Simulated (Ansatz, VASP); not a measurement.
# BeS5 in VASP and in Ansatz

The input INCAR:

```
PREC     = Accurate       # precision mode
ENCUT    = 600            # plane-wave cutoff, eV
EDIFF    = 1E-6           # SCF threshold, eV
ISMEAR   = 0              # smearing method
SIGMA    = 0.1            # smearing width, eV
LREAL    = F              # projectors in reciprocal space
LASPH    = T              # aspherical terms in the spheres
NELM     = 80             # most SCF steps
ALGO     = Normal         # electronic algorithm
ISIF     = 3              # what is computed and relaxed
LWAVE    = F              # write WAVECAR
LCHARG   = F              # write CHGCAR
GGA      = PE             # functional
IBRION   = 2              # ionic algorithm
NSW      = 100            # ionic steps
EDIFFG   = -0.01          # ionic threshold
```

Contents of KPOINTS:

```
Automatic mesh
0
Gamma
  10 10 10
```

POSCAR

```
BeS5
1.0
    0.0000000000      3.6938626861      3.6938626861
    3.6938626861      0.0000000000      3.6938626861
    3.6938626861      3.6938626861      0.0000000000
Be S
1 5
Direct
    0.0000000000      0.0000000000      0.0000000000
    0.6248789193      0.6248789193      0.6248789193
    0.1253632420      0.6248789193      0.6248789193
    0.6248789193      0.6248789193      0.1253632420
    0.6248789193      0.1253632420      0.6248789193
    0.2500000000      0.2500000000      0.2500000000
```

Input for Ansatz:

```yaml
crystal:
  lattice:
    - [0.0, 3.6938626861, 3.6938626861]
    - [3.6938626861, 0.0, 3.6938626861]
    - [3.6938626861, 3.6938626861, 0.0]
  atoms:
    - { symbol: Be, position: [0.0, 0.0, 0.0] }
    - { symbol: S, position: [0.6248789193, 0.6248789193, 0.6248789193] }
    - { symbol: S, position: [0.125363242, 0.6248789193, 0.6248789193] }
    - { symbol: S, position: [0.6248789193, 0.6248789193, 0.125363242] }
    - { symbol: S, position: [0.6248789193, 0.125363242, 0.6248789193] }
    - { symbol: S, position: [0.25, 0.25, 0.25] }
basis:
  ecutwfc: 420
kpoints:
  mp_grid: { grid: [10, 10, 10] }
hamiltonian:
  xc: pbe
scf:
  occupations: { method: gaussian, width: 0.1 }
output:
  forces: true
  stress: true
  eigenvalues: true
relax:
  adjacent_minimum: "off"
  f_tol: 0.01
  max_steps: 80
  cell: { stress_tol: 0.05 }
```

Change from the starting cell: species swapped into the Be5Au type (F-43m, No. 216).

Alike in both runs: task relaxation of cell and atoms; functional PBE; k mesh 10 × 10 × 10; occupations gaussian, width 0.1 eV; no spin polarisation.

|  | VASP | Ansatz |
| --- | --- | --- |
| version | VASP 6.6.1 | Ansatz 0.2.0 |
| potentials or method | VASP PAW PBE potentials, release 64 (Be, S), cutoff 600 eV | scalar-relativistic, plane waves, PAW |
| valence electrons in the cell | 32 | 32 |

```tsv
	VASP	Ansatz	Ansatz less VASP
gap on the k mesh at the Fermi level, each at its own relaxed structure (eV)	none	none	-
relaxed volume (Å³/atom)	16.26	16.28	+0.021
relaxed cell length with the largest relative difference (Å)	5.168	5.170	+0.0022
```

A gap of «none» marks a metal or a gap that the smearing closes.
